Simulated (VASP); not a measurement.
Here is a VASP 6.6.1 calculation.

Contents of POSCAR:

```
TiH2
1.0
    3.8888013524      0.0000000000      0.0000000000
    0.0000000000      3.8888013524      0.0000000000
    0.0000000000      0.0000000000      3.8888013524
Ti H
2 4
Direct
    0.0000000000      0.0000000000      0.0000000000
    0.5000000000      0.5000000000      0.5000000000
    0.2500000000      0.2500000000      0.2500000000
    0.2500000000      0.7500000000      0.7500000000
    0.7500000000      0.7500000000      0.2500000000
    0.7500000000      0.2500000000      0.7500000000
```

INCAR.step1

```
SYSTEM = TiH2
PREC     = Accurate       ! precision mode
ENCUT    = 520            ! plane-wave cutoff, eV
ISMEAR   = 0              ! smearing method
SIGMA    = 0.1            ! smearing width, eV
LREAL    = .FALSE.        ! projectors in reciprocal space
LASPH    = .TRUE.         ! aspherical terms in the spheres
NELM     = 100            ! most SCF steps
NBANDS   = 23             ! bands
GGA      = PE             ! functional
ALGO     = Normal         ! electronic algorithm
EDIFF    = 1E-4           ! SCF threshold, eV
LWAVE    = .TRUE.         ! write WAVECAR
LCHARG   = .FALSE.        ! write CHGCAR
```

Contents of INCAR.step2:

```
SYSTEM = TiH2
PREC     = Accurate       ! precision mode
ENCUT    = 520            ! plane-wave cutoff, eV
EDIFF    = 1E-7           ! SCF threshold, eV
ISMEAR   = 0              ! smearing method
SIGMA    = 0.1            ! smearing width, eV
LREAL    = .FALSE.        ! projectors in reciprocal space
LASPH    = .TRUE.         ! aspherical terms in the spheres
NELM     = 100            ! most SCF steps
ALGO     = Normal         ! electronic algorithm
ISIF     = 2              ! what is computed and relaxed
LWAVE    = .FALSE.        ! write WAVECAR
LCHARG   = .FALSE.        ! write CHGCAR
METAGGA  = R2SCAN         ! meta-GGA
LMIXTAU  = .TRUE.       
NBANDS   = 23             ! bands
ISTART   = 1
```

KPOINTS

```
regular mesh
0
G
  10 10 10
  0 0 0
```

Potentials or basis: VASP PAW PBE potentials, release 64 (Ti_sv, H).

Launch:

```sh
$ cat potpaw_PBE.64/Ti_sv/POTCAR potpaw_PBE.64/H/POTCAR > POTCAR
$ cp INCAR.step1 INCAR
$ mpirun -np 1 vasp_std > vasp.out
$ cp INCAR.step2 INCAR
$ mpirun -np 1 vasp_std > vasp.out
```

(1) Predict the band gap on the k mesh.

(2) Estimate the pressure.

## Answers

(1) zero (band 14 reaches 4.69 eV, above the bottom of band 15 at 3.74 eV).

(2) 0.1 GPa.

Caveat: the PAW data sets were made with another functional, which shifts forces and pressure a little.
